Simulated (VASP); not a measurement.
Write the native input for VASP 6.6.1 that does the following.

```yaml
Task: relaxation of cell and atoms
Functional: PBE
Potentials_or_basis: VASP PAW PBE potentials, release 64 (Mg, Zn, S)
Cutoff: 600 eV
k_mesh: 6 × 6 × 4
Occupations: gaussian, width 0.1 eV
Spin: no spin polarisation
Dipole_correction: no
Further_INCAR_settings: ALGO = Normal; EDIFF = 1e-07; IBRION = 2; EDIFFG = -0.01; NSW = 100; ISIF = 3
```

The structure of MgZnS lies in POSCAR:

```
MgZnS
1.0
    5.1023389185      0.0000000000      0.0000000000
    0.0000000000      5.1023389185      0.0000000000
    0.0000000000      0.0000000000      8.2308684261
Mg Zn S
4 4 4
Direct
    0.2509664153      0.7509664153      0.3347715250
    0.7490335847      0.2490335847      0.3347715250
    0.7509664153      0.7490335847      0.6652284750
    0.2490335847      0.2509664153      0.6652284750
    0.3159306598      0.1840693402      0.0326260484
    0.6840693402      0.8159306598      0.0326260484
    0.8159306598      0.3159306598      0.9673739516
    0.1840693402      0.6840693402      0.9673739516
    0.2489915059      0.2510084941      0.3395156521
    0.7510084941      0.7489915059      0.3395156521
    0.2510084941      0.7510084941      0.6604843479
    0.7489915059      0.2489915059      0.6604843479
```

One way to write it, as run:

INCAR

```
SYSTEM = MgZnS
  ALGO = Normal
  EDIFF = 1E-7
  EDIFFG = -0.01
  ENCUT = 600
  GGA = PE
  GGA_COMPAT = .FALSE.
  IBRION = 2
  ISIF = 3
  ISMEAR = 0
  LASPH = .TRUE.
  LCHARG = .FALSE.
  LREAL = .FALSE.
  LWAVE = .FALSE.
  NELM = 120
  NELMIN = 4
  NSW = 100
  PREC = Accurate
  SIGMA = 0.1
```

KPOINTS

```
k-points
0
G
  6 6 4
  0 0 0
```

Potentials or basis: VASP PAW PBE potentials, release 64 (Mg, Zn, S).

Launch:

```console
$ cat potpaw_PBE.64/Mg/POTCAR potpaw_PBE.64/Zn/POTCAR potpaw_PBE.64/S/POTCAR > POTCAR
$ mpirun -np 1 vasp_std > vasp.out
```

Results of the run:

```json
{
  "Relaxed volume": "17.82 Å³/atom",
  "Relaxed cell": "a = 5.098 Å, b = 5.098 Å, c = 8.228 Å, α = 90.00°, β = 90.00°, γ = 90.00°",
  "Space group after relaxing (to 0.1 Å)": "P-42_1m (No. 113)",
  "Energy gained by relaxing": "0.0 meV/atom",
  "Ionic steps": "4",
  "Pressure after relaxing": "0.0 GPa",
  "Largest force after relaxing": "0.008 eV/Å",
  "Band gap on the k mesh": "zero (bands 40 and 41 overlap by 0.68 eV)"
}
```

Caveat: semilocal functionals underestimate gaps, and a narrow one can read as zero.

It took 11 min on 1 thread of Intel(R) Xeon(R) 6975P-C (Granite Rapids), with other jobs on the host, peak memory 0.56 GiB.
